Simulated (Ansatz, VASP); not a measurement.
## Two plane-wave programs on Ta

File INCAR:

```
PREC = Accurate ; ENCUT = 520
EDIFF = 1E-6 ; ISMEAR = 0
SIGMA = 0.1 ; LREAL = F
LASPH = T ; NELM = 80
ALGO = Normal ; ISIF = 2
LWAVE = F ; LCHARG = F
GGA = PE ; NBANDS = 12
```

File KPOINTS:

```
Automatic mesh
0
Gamma
  13 13 13
```

POSCAR

```
Ta
1.0
   -1.6607181506      1.6607181506      1.6607181506
    1.6607181506     -1.6607181506      1.6607181506
    1.6607181506      1.6607181506     -1.6607181506
Ta
1
Direct
    0.0000000000      0.0000000000      0.0000000000
```

Input for Ansatz:

```yaml
crystal:
  lattice:
    - [-1.6607181506, 1.6607181506, 1.6607181506]
    - [1.6607181506, -1.6607181506, 1.6607181506]
    - [1.6607181506, 1.6607181506, -1.6607181506]
  atoms:
    - { symbol: Ta, position: [0.0, 0.0, 0.0] }
hamiltonian:
  xc: pbe
  pseudopotentials:
    kind: paw
    azcp:
      Ta: "pseudopotentials/Ta.paw.azcp"
basis:
  ecutwfc: 420
  fft_grid_basis: typed
kpoints:
  mp_grid: { grid: [13, 13, 13], shift: [0, 0, 0] }
magnetization:
  spin_polarized: false
scf:
  occupations: { method: gaussian, width: 0.1 }
  lower_state_search: "off"
output:
  stress: true
```

Alike in both runs: task single point; functional PBE; k mesh 13 × 13 × 13; occupations gaussian, width 0.1 eV; no spin polarisation.

```csv
,VASP,Ansatz
version,VASP 6.6.1,Ansatz 0.2.0
potentials or method,"VASP PAW PBE potentials, release 64 (Ta_pv), cutoff 520 eV","plane waves (420 eV) with PAW, scalar-relativistic"
valence electrons in the cell,11,13
```

```csv
,VASP,Ansatz,Ansatz less VASP
pressure (GPa),0.2,0.2,-0.09
```

VASP's potentials hold 11 valence electrons a cell and Ansatz's 13, so a difference there can come from the potentials and not from the codes.

Neither program's run includes spin-orbit coupling.
